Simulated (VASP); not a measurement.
# Si (Immm) in VASP: further runs, part 2 of 2

VASP 6.6.1. The steps go on from the part before.

## Step 4: Single point, r2SCAN (strain +0.0562 x Voigt [1, -1, 0, 0, 0, 0])

POSCAR reads:

```
Si
1.0
   -3.5123342591      3.1385543209      1.9223856600
    3.5123342591     -3.1385543209      1.9223856600
    3.5123342591      3.1385543209     -1.9223856600
Si
4
Direct
    0.1788010600      0.1788010600      0.3576021200
    0.8211989400      0.8211989400      0.6423978800
    0.1788010600      0.8211989400      0.0000000000
    0.8211989400      0.1788010600      0.0000000000
```

INCAR.step1 reads:

```
  PREC = Accurate
  ENCUT = 520
  ISMEAR = 0
  SIGMA = 0.03
  LREAL = False
  LASPH = True
  NELM = 100
  NBANDS = 16
  GGA = PE
  ALGO = Normal
  EDIFF = 1E-4
  LWAVE = True
  LCHARG = False
```

INCAR.step2 reads:

```
  PREC = Accurate
  ENCUT = 520
  EDIFF = 1E-6
  ISMEAR = 0
  SIGMA = 0.03
  LREAL = False
  LASPH = True
  NELM = 100
  ALGO = Normal
  ISIF = 2
  LWAVE = False
  LCHARG = True
  METAGGA = R2SCAN
  LMIXTAU = True
  LELF = True
  LVHAR = True
  NBANDS = 16
  ISTART = 1
```

KPOINTS reads:

```
Automatic mesh
0
Gamma
  10 10 10
```

Potentials or basis: VASP PAW PBE potentials, release 64 (Si).

The run is started by

```bash
$ cat potpaw_PBE.64/Si/POTCAR > POTCAR
$ cp INCAR.step1 INCAR
$ mpirun -np 1 vasp_std > vasp.out
$ cp INCAR.step2 INCAR
$ mpirun -np 1 vasp_std > vasp.out
```

OUTCAR:

```text
PREC = Accurate
   ENCUT = 520
   EDIFF = 1E-6
   ISMEAR = 0
   LREAL = False
   LASPH = True
   NELM = 100
   ISIF = 2
   METAGGA = R2SCAN
   ISTART = 1

 ion  position               nearest neighbor table
   1  0.179  0.179  0.358-   4 2.24   2 2.34   2 2.34   3 2.51
   2  0.821  0.821  0.642-   3 2.24   1 2.34   1 2.34   4 2.51
   3  0.179  0.821  0.000-   2 2.24   4 2.34   4 2.34   1 2.51
   4  0.821  0.179  0.000-   1 2.24   3 2.34   3 2.34   2 2.51

  LATTYP: Found a body centered orthorhombic cell.
 ALAT       =     3.8447713200
 B/A-ratio  =     1.6326351087
 C/A-ratio  =     1.8270705677

  Lattice vectors:

 A1 = (  -3.5123342591,   3.1385543209,  -1.9223856600)
 A2 = (  -3.5123342591,  -3.1385543209,   1.9223856600)
 A3 = (   3.5123342591,   3.1385543209,   1.9223856600)

Analysis of symmetry for initial positions (statically):
=====================================================================
 Subroutine PRICEL returns:
 Original cell was already a primitive cell.

 Routine SETGRP: Setting up the symmetry group for a
 body centered orthorhombic supercell.

 Subroutine GETGRP returns: Found  8 space group operations
 (whereof  8 operations were pure point group operations)
 out of a pool of  8 trial point group operations.

The static configuration has the point symmetry D_2h.

Analysis of symmetry for dynamics (positions and initial velocities):
=====================================================================
 Subroutine PRICEL returns:
 Original cell was already a primitive cell.

 Routine SETGRP: Setting up the symmetry group for a
 body centered orthorhombic supercell.

 Subroutine GETGRP returns: Found  8 space group operations
 (whereof  8 operations were pure point group operations)
 out of a pool of  8 trial point group operations.

The dynamic configuration has the point symmetry D_2h.

[... 117 lines left out ...]
   ISMEAR =     0;   SIGMA  =   0.03  broadening in eV -4-tet -1-fermi 0-gaus
   EFERMI_NEDOS =   21; number of points for ismear=-14 and -15
   IALGO  =     38    algorithm
   IMIX   =      4    mixing-type and parameters
     AMIX     =   0.40;   BMIX     =  1.00
     AMIX_MAG =   1.60;   BMIX_MAG =  1.00
  volume/ion in A,a.u.               =      21.19       143.01
  Fermi-wavevector in a.u.,A,eV,Ry     =   0.939088  1.774618 11.998784  0.881886
  Thomas-Fermi vector in A             =   2.066365
   LORBIT       =      0    0 simple, 1 ext, 2 COOP (PROOUT), +10 PAW based schemes
   METAGGA = R2SCAN    functional components
   LHFCALC =     F    Hartree Fock is set to
   AEXX    =    0.0000 exact exchange contribution
   IVDW    =     0    specifies the selected vdW correction
   LEPSILON=     F    determine dielectric tensor
   LRPA    =     F    only Hartree local field effects (RPA)
 non-spin polarized calculation
 Gauss-broadening in eV      SIGMA  =   0.03
  energy-cutoff  :      520.00
  volume of cell :       84.77
 maximum number of plane-waves:      2304
 NGX is ok and might be reduce to    40
   NGX = 19   NGY = 19   NGZ = 19

 number of electron      16.0000000 magnetization

 Free energy of the ion-electron system (eV)
  ---------------------------------------------------
  ext. energy  EPLUGINS =         0.00000000
  ---------------------------------------------------
  free energy    TOTEN  =       -34.29450810 eV

  energy without entropy =      -34.29450792  energy(sigma->0) =      -34.29450801

 E-fermi :   5.7672     XC(G=0):  -9.5451

 val. band max:        5.6982309902   @ k =   0.5000   0.5000   0.5000
 cond. band min:       5.8442025674   @ k =  -0.1000  -0.2000   0.1000
 fundamental gap:      0.1459715772
 Fermi energy:         5.7672377917

 k-point     1 :       0.0000    0.0000    0.0000
  band No.  band energies     occupation
      1      -7.2931      2.00000
      2      -2.7203      2.00000
      3      -1.0682      2.00000
      4       0.2482      2.00000
      5       1.4294      2.00000
      6       3.4109      2.00000
[... 433 lines left out ...]
      3      -0.5136      2.00000
      4       0.0682      2.00000
      5       2.8702      2.00000
      6       2.9314      2.00000
[... 8 lines left out ...]
     15      11.9288      0.00000
     16      12.6580      0.00000

 [... further k-points ...]
[... 5 lines left out ...]
  --------------------------------------------------------------------------------------
  -------------------------------------------------------------------------------------
  Total       -4.7774576      7.2520517     -0.2245322      0.0000000     -0.0000000      0.0000000
  in kB      -90.2986846    137.0709659     -4.2438821      0.0000000     -0.0000000      0.0000000
  external PRESSURE =      14.1761331 kB  Pullay stress =       0.0000000 kB

 VOLUME and BASIS-vectors are now :
 -----------------------------------------------------------------------------
  energy-cutoff  :      520.00
  volume of cell :       84.77
      direct lattice vectors                 reciprocal lattice vectors
    -3.512334259  3.138554321  1.922385660     0.000000000  0.159309016  0.260093492
     3.512334259 -3.138554321  1.922385660     0.142355472  0.000000000  0.260093492
     3.512334259  3.138554321 -1.922385660     0.142355472  0.159309016  0.000000000

 POSITION                                       TOTAL-FORCE (eV/Angst)
 -----------------------------------------------------------------------------------
      1.25602      1.12235     -0.00000        -0.633452      1.215143      0.000000
      2.25632      2.01620      1.92239         0.633452     -1.215143     -0.000000
      2.25632     -2.01620      1.92239         0.633452      1.215143      0.000000
     -2.25632      2.01620      1.92239        -0.633452     -1.215143     -0.000000
 -----------------------------------------------------------------------------------
    total drift:                               -0.000000     -0.000000      0.000000

  FREE ENERGIE OF THE ION-ELECTRON SYSTEM (eV)
  ---------------------------------------------------
  free  energy   TOTEN  =       -34.2945081009 eV

  energy  without entropy=      -34.2945079219  energy(sigma->0) =      -34.29450801
```

OUTCAR.step1:

```text
PREC = Accurate
   ENCUT = 520
   ISMEAR = 0
   LREAL = False
   LASPH = True
[... 686 lines left out ...]
      1.25602      1.12235     -0.00000        -0.643856      1.206803      0.000000
      2.25632      2.01620      1.92239         0.643856     -1.206803      0.000000
      2.25632     -2.01620      1.92239         0.643856      1.206803      0.000000
     -2.25632      2.01620      1.92239        -0.643856     -1.206803     -0.000000
 -----------------------------------------------------------------------------------
    total drift:                               -0.000000     -0.000000      0.000000

  FREE ENERGIE OF THE ION-ELECTRON SYSTEM (eV)
  ---------------------------------------------------
  free  energy   TOTEN  =       -20.9630673569 eV

  energy  without entropy=      -20.9630207512  energy(sigma->0) =      -20.96304405
```

Run time: 25 min. Hardware: 1 thread of Intel Xeon 8259CL, shared host; peak memory 0.36 GiB.

What came out:

```yaml
Free_energy: -34.2945 eV
Pressure: 1.4 GPa
Largest_force: 1.370 eV/Å
Band_gap_on_the_k_mesh: 0.15 eV (least direct gap 0.24 eV)
```

Forces in eV/Å, atoms in the order of the input:
```
Si  -0.633  1.215  0.000
Si   0.633 -1.215  0.000
Si   0.633  1.215  0.000
Si  -0.633 -1.215  0.000
```

Caveat: the cell differs from its parent crystal (strain +0.0562 x Voigt [1, -1, 0, 0, 0, 0]); the stress differs along the axes, from -9 to 14 GPa; semilocal functionals underestimate gaps, and a narrow one can read as zero; the PAW data sets were made with another functional, which shifts forces and pressure a little. A k mesh can miss the band edges.

## Step 5: Summary

| cell | gap on the mesh (eV) | pressure (GPa) | largest force (eV/Å) |
| --- | --- | --- | --- |
| a = 5.100 Å, angles 89.0, 107.5, 135.7°, 4 atoms | none | 4.3 | 2.61 |
| a = 5.093 Å, angles 105.7, 90.8, 135.6°, 4 atoms | none | 2.7 | 1.95 |
| a = 5.087 Å, angles 92.7, 103.8, 135.6°, 4 atoms | 0.15 | 1.4 | 1.37 |

Alike in all rows: task single point; level r2SCAN; potentials or basis VASP PAW PBE potentials, release 64 (Si); no spin polarisation; k mesh 10 × 10 × 10; cutoff (eV) 520; smearing gaussian 0.03 eV.

Caveats: semilocal functionals underestimate gaps, and a narrow one can read as zero; the PAW data sets were made with another functional, which shifts forces and pressure a little; the stress differs along the axes, from -13 to 26 GPa (at least some runs); the stress differs along the axes, from -11 to 20 GPa (at least some runs); the stress differs along the axes, from -9 to 14 GPa (at least some runs).

Absolute energies hang on the potentials; compare differences alone.

The gap in the log of VASP goes by the Fermi energy; the results here count the filled bands.